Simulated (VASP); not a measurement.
# B3C (Pm-3n) in VASP: notebook, part 2 of 2

VASP 6.6.1. Earlier steps stand in the parts before.

### Step 3. Single point, PBE

This run uses another cell than the first one, of 6.42 Å³/atom, 0.987 times its volume.

Contents of INCAR:

```
  PREC = Accurate
  ENCUT = 520
  EDIFF = 1E-6
  ISMEAR = 0
  SIGMA = 0.1
  LREAL = F
  LASPH = T
  NELM = 80
  ALGO = Normal
  ISIF = 2
  LWAVE = F
  LCHARG = F
  GGA = PE
  NBANDS = 23
```

Contents of KPOINTS:

```
Automatic mesh
0
Gamma
  6 6 6
```

Contents of POSCAR:

```
B3C
1.0
    3.7165533194      0.0000000000      0.0000000000
    0.0000000000      3.7165533194      0.0000000000
    0.0000000000      0.0000000000      3.7165533194
B C
6 2
Direct
    0.2500000000      0.5000000000      0.0000000000
    0.7500000000      0.5000000000      0.0000000000
    0.0000000000      0.2500000000      0.5000000000
    0.0000000000      0.7500000000      0.5000000000
    0.5000000000      0.0000000000      0.2500000000
    0.5000000000      0.0000000000      0.7500000000
    0.0000000000      0.0000000000      0.0000000000
    0.5000000000      0.5000000000      0.5000000000
```

Potentials or basis: VASP PAW PBE potentials, release 64 (B, C).

Started as:

```bash
cat potpaw_PBE.64/B/POTCAR potpaw_PBE.64/C/POTCAR > POTCAR
mpirun -np 1 vasp_std > vasp.out
```

OUTCAR:

```text
PREC = Accurate
   ENCUT = 520
   EDIFF = 1E-6
   ISMEAR = 0
   LREAL = F
   LASPH = T
   NELM = 80
   ISIF = 2
   GGA = PE

 ion  position               nearest neighbor table
   1  0.250  0.500  0.000-   2 1.86   2 1.86   8 2.08   8 2.08   7 2.08   7 2.08
   2  0.750  0.500  0.000-   1 1.86   1 1.86   8 2.08   8 2.08   7 2.08   7 2.08
   3  0.000  0.250  0.500-   4 1.86   4 1.86   8 2.08   7 2.08   7 2.08   8 2.08
   4  0.000  0.750  0.500-   3 1.86   3 1.86   8 2.08   7 2.08   7 2.08   8 2.08
   5  0.500  0.000  0.250-   6 1.86   6 1.86   8 2.08   7 2.08   8 2.08   7 2.08
   6  0.500  0.000  0.750-   5 1.86   5 1.86   8 2.08   7 2.08   8 2.08   7 2.08
   7  0.000  0.000  0.000-   1 2.08   2 2.08   3 2.08   4 2.08   5 2.08   6 2.08   3 2.08   4 2.08
                             1 2.08   2 2.08   5 2.08   6 2.08
   8  0.500  0.500  0.500-   1 2.08   2 2.08   3 2.08   4 2.08   5 2.08   6 2.08   1 2.08   2 2.08
                             5 2.08   6 2.08   3 2.08   4 2.08

  LATTYP: Found a simple cubic cell.
 ALAT       =     3.7165533194

  Lattice vectors:

 A1 = (   3.7165533194,   0.0000000000,   0.0000000000)
 A2 = (   0.0000000000,   3.7165533194,   0.0000000000)
 A3 = (   0.0000000000,   0.0000000000,   3.7165533194)

Analysis of symmetry for initial positions (statically):
=====================================================================
 Subroutine PRICEL returns:
 Original cell was already a primitive cell.

 Routine SETGRP: Setting up the symmetry group for a
 simple cubic supercell.

 Subroutine GETGRP returns: Found 48 space group operations
 (whereof 24 operations were pure point group operations)
 out of a pool of 48 trial point group operations.

The static configuration has the point symmetry T_h .
 The point group associated with its full space group is O_h .

Analysis of symmetry for dynamics (positions and initial velocities):
=====================================================================
 Subroutine PRICEL returns:
 Original cell was already a primitive cell.

 Routine SETGRP: Setting up the symmetry group for a
 simple cubic supercell.

 Subroutine GETGRP returns: Found 48 space group operations
 (whereof 24 operations were pure point group operations)
 out of a pool of 48 trial point group operations.

The dynamic configuration has the point symmetry T_h .
 The point group associated with its full space group is O_h .

 Subroutine INISYM returns: Found 48 space group operations
 (whereof 24 operations are pure point group operations),
 and found     1 'primitive' translations

----------------------------------------------------------------------------------------

                                     Primitive cell

  volume of cell :      51.3359

  direct lattice vectors                    reciprocal lattice vectors
     3.716553319  0.000000000  0.000000000     0.269066502  0.000000000  0.000000000
     0.000000000  3.716553319  0.000000000     0.000000000  0.269066502  0.000000000
     0.000000000  0.000000000  3.716553319     0.000000000  0.000000000  0.269066502

  length of vectors
     3.716553319  3.716553319  3.716553319     0.269066502  0.269066502  0.269066502

[... 52 lines left out ...]
  0.500000  0.000000  0.000000      3.000000
  0.166667  0.166667  0.000000     12.000000
  0.333333  0.166667  0.000000     24.000000
[... 12 lines left out ...]
  0.500000  0.500000  0.333333      6.000000
  0.500000  0.500000  0.500000      1.000000
   k-points           NKPTS =     20   k-points in BZ     NKDIM =     20   number of bands    NBANDS=     23
   number of dos      NEDOS =    301   number of ions     NIONS =      8
   total plane-waves  NPLWV =  21952
   dimension x,y,z NGX =    28 NGY =   28 NGZ =   28
   dimension x,y,z NGXF=    56 NGYF=   56 NGZF=   56
   ions per type =               6   2
   NGX,Y,Z   is equivalent  to a cutoff of  12.52, 12.52, 12.52 a.u.
   NGXF,Y,Z  is equivalent  to a cutoff of  25.05, 25.05, 25.05 a.u.
 SYSTEM =  unknown system
   PREC   = accura    normal or accurate (medium, high low for compatibility)
   ISTART =      0    job   : 0-new  1-cont  2-samecut
   ICHARG =      2    charge: 1-file 2-atom 10-const
   ISPIN  =      1    spin polarized calculation?
   LNONCOLLINEAR =      F non collinear calculations
   LSORBIT =      F    spin-orbit coupling
   LASPH  =      T    aspherical Exc in radial PAW
   ENCUT  =  520.0 eV  38.22 Ry    6.18 a.u.   6.91  6.91  6.91*2*pi/ulx,y,z
   NELM   =     80;   NELMIN=  2; NELMDL= -5     # of ELM steps
   EDIFF  = 0.1E-05   stopping-criterion for ELM
   LREAL  =      F    real-space projection
   EDIFFG = 0.1E-04   stopping-criterion for IOM
   NSW    =      0    number of steps for IOM
   IBRION =     -1    ionic relax: 0-MD 1-quasi-New 2-CG
   NFREE  =      0    steps in history (QN), initial steepest desc. (CG)
   ISIF   =      2    stress and relaxation
   ISYM   =      2    0-nonsym 1-usesym 2-fastsym
   POTIM  = 0.5000    time-step for ionic-motion
   TEBEG  =    0.0;   TEEND  =   0.0 temperature during run
   PSTRESS=    0.0 pullay stress
   NELECT =      26.0000    total number of electrons
   NUPDOWN=      -1.0000    fix difference up-down
   EMIN   =  10.00;   EMAX   =-10.00  energy-range for DOS
   EFERMI =   0.00;   METHOD = LEGACY
   ISMEAR =     0;   SIGMA  =   0.10  broadening in eV -4-tet -1-fermi 0-gaus
   EFERMI_NEDOS =   21; number of points for ismear=-14 and -15
   IALGO  =     38    algorithm
   IMIX   =      4    mixing-type and parameters
     AMIX     =   0.40;   BMIX     =  1.00
     AMIX_MAG =   1.60;   BMIX_MAG =  1.00
  volume/ion in A,a.u.               =       6.42        43.30
  Fermi-wavevector in a.u.,A,eV,Ry     =   1.304945  2.465989 23.169113  1.702882
  Thomas-Fermi vector in A             =   2.435847
   LORBIT       =      0    0 simple, 1 ext, 2 COOP (PROOUT), +10 PAW based schemes
   GGA     = PE    functional components
   LHFCALC =     F    Hartree Fock is set to
   AEXX    =    0.0000 exact exchange contribution
   IVDW    =     0    specifies the selected vdW correction
   LEPSILON=     F    determine dielectric tensor
   LRPA    =     F    only Hartree local field effects (RPA)
 non-spin polarized calculation
 Gauss-broadening in eV      SIGMA  =   0.10
  energy-cutoff  :      520.00
  volume of cell :       51.34
 maximum number of plane-waves:      1409
 NGX is ok and might be reduce to    28
   NGX = 13   NGY = 13   NGZ = 13

 number of electron      26.0000000 magnetization

 Free energy of the ion-electron system (eV)
  ---------------------------------------------------
  ext. energy  EPLUGINS =         0.00000000
  ---------------------------------------------------
  free energy    TOTEN  =       -39.78627795 eV

  energy without entropy =      -39.77207251  energy(sigma->0) =      -39.77917523

 E-fermi :   9.7105     XC(G=0): -12.8098

 val. band max:        9.6814149944   @ k =   0.3333   0.1667   0.1667
 cond. band min:       9.7324334353   @ k =   0.0000   0.0000   0.0000
 fundamental gap:      0.0510184409
 Fermi energy:         9.7104911996

 k-point     1 :       0.0000    0.0000    0.0000
  band No.  band energies     occupation
      1      -9.4597      2.00000
      2      -2.8127      2.00000
      3      -0.6366      2.00000
      4      -0.6366      2.00000
      5      -0.6366      2.00000
      6       0.4950      2.00000
[... 509 lines left out ...]
     22      14.2326      0.00000
     23      14.4733      0.00000

------------------------ aborting loop because EDIFF is reached ----------------------------------------

  FORCE on cell =-STRESS in cart. coord.  units (eV):
  Direction    XX          YY          ZZ          XY          YZ          ZX
  --------------------------------------------------------------------------------------
  -------------------------------------------------------------------------------------
  Total       -0.0109689     -0.0109689     -0.0109689      0.0000000      0.0000000      0.0000000
  in kB       -0.3423367     -0.3423367     -0.3423367      0.0000000      0.0000000      0.0000000
  external PRESSURE =      -0.3423367 kB  Pullay stress =       0.0000000 kB

 VOLUME and BASIS-vectors are now :
 -----------------------------------------------------------------------------
  energy-cutoff  :      520.00
  volume of cell :       51.34
      direct lattice vectors                 reciprocal lattice vectors
     3.716553319  0.000000000  0.000000000     0.269066502  0.000000000  0.000000000
     0.000000000  3.716553319  0.000000000     0.000000000  0.269066502  0.000000000
     0.000000000  0.000000000  3.716553319     0.000000000  0.000000000  0.269066502

 POSITION                                       TOTAL-FORCE (eV/Angst)
 -----------------------------------------------------------------------------------
      0.92914      1.85828      0.00000         0.000000      0.000000     -0.000000
      2.78741      1.85828      0.00000        -0.000000      0.000000      0.000000
      0.00000      0.92914      1.85828         0.000000     -0.000000      0.000000
      0.00000      2.78741      1.85828        -0.000000      0.000000      0.000000
      1.85828      0.00000      0.92914        -0.000000     -0.000000     -0.000000
      1.85828      0.00000      2.78741        -0.000000      0.000000     -0.000000
      0.00000      0.00000      0.00000         0.000000     -0.000000     -0.000000
      1.85828      1.85828      1.85828         0.000000     -0.000000     -0.000000
 -----------------------------------------------------------------------------------
    total drift:                                0.000000      0.000000      0.000000

  FREE ENERGIE OF THE ION-ELECTRON SYSTEM (eV)
  ---------------------------------------------------
  free  energy   TOTEN  =       -39.7862779535 eV

  energy  without entropy=      -39.7720725075  energy(sigma->0) =      -39.77917523
```

Run time: 9.7 s. Hardware: 1 thread of Intel Xeon Platinum 8559C (Emerald Rapids), shared host; peak memory 0.15 GiB.

What came out:

* Free energy: -39.7863 eV
* Pressure: 0.0 GPa
* Band gap on the k mesh: zero (band 13 reaches 12.51 eV, above the bottom of band 14 at 8.73 eV)

### Step 4. Single point, PBE

This run uses another cell than the first one, of 16.29 Å³/atom, 2.504 times its volume.

Contents of INCAR:

```
SYSTEM = B3C
PREC = Accurate ; ENCUT = 520
EDIFF = 1E-6 ; ISMEAR = 0
SIGMA = 0.1 ; LREAL = .FALSE.
LASPH = .TRUE. ; NELM = 100
ALGO = Normal ; ISIF = 2
LWAVE = .FALSE. ; LCHARG = .FALSE.
GGA = PE ; NBANDS = 23
```

Contents of KPOINTS:

```
Automatic mesh
0
G
  4 4 4
  0 0 0
```

POSCAR, as its differences from that of step 3:

```diff
@@ -2,5 +2,5 @@
 1.0
-    3.7165533194      0.0000000000      0.0000000000
-    0.0000000000      3.7165533194      0.0000000000
-    0.0000000000      0.0000000000      3.7165533194
+    5.0697607100      0.0000000000      0.0000000000
+    0.0000000000      5.0697607100      0.0000000000
+    0.0000000000      0.0000000000      5.0697607100
 B C
```

Potentials or basis: VASP PAW PBE potentials, release 64 (B, C).

Started as:

```bash
cat potpaw_PBE.64/B/POTCAR potpaw_PBE.64/C/POTCAR > POTCAR
mpirun -np 1 vasp_std > vasp.out
```

OUTCAR:

```text
SYSTEM = B3C
   PREC = Accurate
   ENCUT = 520
   EDIFF = 1E-6
   ISMEAR = 0
   LREAL = .FALSE.
   LASPH = .TRUE.
   NELM = 100
   ISIF = 2
   GGA = PE

 ion  position               nearest neighbor table
   1  0.250  0.500  0.000-
   2  0.750  0.500  0.000-
   3  0.000  0.250  0.500-
   4  0.000  0.750  0.500-
   5  0.500  0.000  0.250-
[... 459 lines left out ...]
  -------------------------------------------------------------------------------------
  Total      -20.0390921    -20.0390921    -20.0390921      0.0000000      0.0000000      0.0000000
  in kB     -246.3917943   -246.3917943   -246.3917943      0.0000000      0.0000000      0.0000000
  external PRESSURE =    -246.3917943 kB  Pullay stress =       0.0000000 kB

 VOLUME and BASIS-vectors are now :
 -----------------------------------------------------------------------------
  energy-cutoff  :      520.00
  volume of cell :      130.31
      direct lattice vectors                 reciprocal lattice vectors
     5.069760710  0.000000000  0.000000000     0.197247968  0.000000000  0.000000000
     0.000000000  5.069760710  0.000000000     0.000000000  0.197247968  0.000000000
     0.000000000  0.000000000  5.069760710     0.000000000  0.000000000  0.197247968

 POSITION                                       TOTAL-FORCE (eV/Angst)
 -----------------------------------------------------------------------------------
      1.26744      2.53488      0.00000        -0.000000      0.000000     -0.000000
      3.80232      2.53488      0.00000         0.000000     -0.000000      0.000000
      0.00000      1.26744      2.53488         0.000000     -0.000000     -0.000000
      0.00000      3.80232      2.53488        -0.000000      0.000000     -0.000000
      2.53488      0.00000      1.26744         0.000000     -0.000000      0.000000
      2.53488      0.00000      3.80232        -0.000000      0.000000     -0.000000
      0.00000      0.00000      0.00000        -0.000000     -0.000000      0.000000
      2.53488      2.53488      2.53488        -0.000000     -0.000000      0.000000
 -----------------------------------------------------------------------------------
    total drift:                                0.000000      0.000000     -0.000000

  FREE ENERGIE OF THE ION-ELECTRON SYSTEM (eV)
  ---------------------------------------------------
  free  energy   TOTEN  =       -25.7225664066 eV

  energy  without entropy=      -25.7029982547  energy(sigma->0) =      -25.71278233
```

OSZICAR:

```text
N       E                     dE             d eps       ncg     rms          rms(c)
DAV:   1     0.419821048131E+02    0.41982E+02   -0.10351E+04   460   0.949E+02
DAV:   2    -0.204251660242E+02   -0.62407E+02   -0.58538E+02   530   0.135E+02
DAV:   3    -0.259151056775E+02   -0.54899E+01   -0.52033E+01   722   0.285E+01
DAV:   4    -0.260152532077E+02   -0.10015E+00   -0.99826E-01   613   0.436E+00
DAV:   5    -0.260188970088E+02   -0.36438E-02   -0.36402E-02   701   0.766E-01    0.298E+00
DAV:   6    -0.258413382543E+02    0.17756E+00   -0.13441E+00   737   0.417E+00    0.221E+00
DAV:   7    -0.257440221807E+02    0.97316E-01   -0.27493E-01   681   0.226E+00    0.109E+00
DAV:   8    -0.257253478257E+02    0.18674E-01   -0.14895E-01   495   0.189E+00    0.377E-01
DAV:   9    -0.257223522879E+02    0.29955E-02   -0.72522E-03   650   0.351E-01    0.147E-01
DAV:  10    -0.257225966253E+02   -0.24434E-03   -0.22646E-03   592   0.222E-01    0.448E-02
DAV:  11    -0.257225724164E+02    0.24209E-04   -0.93670E-05   632   0.445E-02    0.202E-02
DAV:  12    -0.257225676551E+02    0.47612E-05   -0.28826E-05   628   0.233E-02    0.463E-03
DAV:  13    -0.257225665054E+02    0.11498E-05   -0.36876E-06   586   0.984E-03    0.213E-03
DAV:  14    -0.257225664066E+02    0.98798E-07   -0.11041E-07   398   0.156E-03
   1 F= -.25722566E+02 E0= -.25712782E+02  d E =-.195682E-01
```

It took 14 s on 1 thread of Intel Xeon Platinum 8559C (Emerald Rapids), shared host; peak memory 0.23 GiB.

Results:

* Free energy: -25.7226 eV
* Pressure: -24.6 GPa
* Band gap on the k mesh: zero (band 13 reaches 1.70 eV, above the bottom of band 14 at 0.21 eV)

Levels at points of the mesh, in eV from the Fermi level:
```csv
k point,band 10,band 11,band 12,band 13,band 14,band 15,band 16,band 17
"(0.00, 0.00, 0.00)",-1.21,-0.70,-0.70,-0.70,-0.58,-0.58,-0.58,0.41
"(0.50, 0.00, 0.00)",-2.61,-1.33,-1.33,-0.24,-0.24,0.62,0.62,1.29
"(0.50, 0.50, 0.00)",-1.93,-1.93,-0.72,0.36,0.77,1.25,1.25,1.41
"(0.50, 0.50, 0.50)",0.62,0.91,0.91,0.91,0.91,0.91,0.91,2.83
```

### Step 5. Summary

| cell | k mesh | gap on the mesh (eV) | pressure (GPa) |
| --- | --- | --- | --- |
| a = 3.733 Å, 8 atoms | 4 × 4 × 4 | none | -0.3 |
| a = 3.717 Å, 8 atoms | 6 × 6 × 6 | none | 0.0 |
| a = 5.070 Å, 8 atoms | 4 × 4 × 4 | none | -24.6 |

Alike in all rows: task single point; level PBE; potentials or basis VASP PAW PBE potentials, release 64 (B, C); no spin polarisation; cutoff (eV) 520; smearing gaussian 0.1 eV.

Caveats: some runs use coarse meshes.

Absolute energies hang on the potentials; compare differences alone.
